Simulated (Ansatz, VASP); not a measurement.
In3Sb2As: VASP beside Ansatz

```
In Sb As
1.0
     2.98057    0.00000    0.00000
     0.00000   17.20948    0.00000
     0.00000    0.00000    3.13067
In Sb As
3 2 1
Direct
  0.00000 0.16667 0.00000
  0.00000 0.50000 0.00000
  0.00000 0.83333 0.00000
  0.00000 0.33333 0.75000
  0.00000 0.66667 0.75000
  0.00000 0.00000 0.75000
```

Alike in both runs: task relaxation of cell and atoms; functional PBE; k mesh 6 × 1 × 6; occupations gaussian, width 0.1 eV; no spin polarisation.

|  | VASP | Ansatz |
| --- | --- | --- |
| version | VASP 6.6.1 | Ansatz 0.2.0 |
| potentials or method | VASP PAW PBE potentials, release 64 (In_d, Sb, As), cutoff 600 eV | scalar-relativistic, plane waves, PAW |
| valence electrons in the cell | 54 | 84 |

|  | VASP | Ansatz | Ansatz less VASP |
| --- | --- | --- | --- |
| gap on the k mesh at the Fermi level, each at its own relaxed structure (eV) | none | none | - |
| relaxed volume (Å³/atom) | 27.67 | 27.82 | +0.149 |
| relaxed cell length with the largest relative difference (Å) | 18.100 | 18.395 | +0.2942 |

A gap of «none» marks a metal or a gap that the smearing closes. VASP's potentials hold 54 valence electrons a cell and Ansatz's 84, so a difference there can come from the potentials and not from the codes.

The k mesh is coarse, so the values compare programs but aren't converged. Spin-orbit coupling is off throughout.
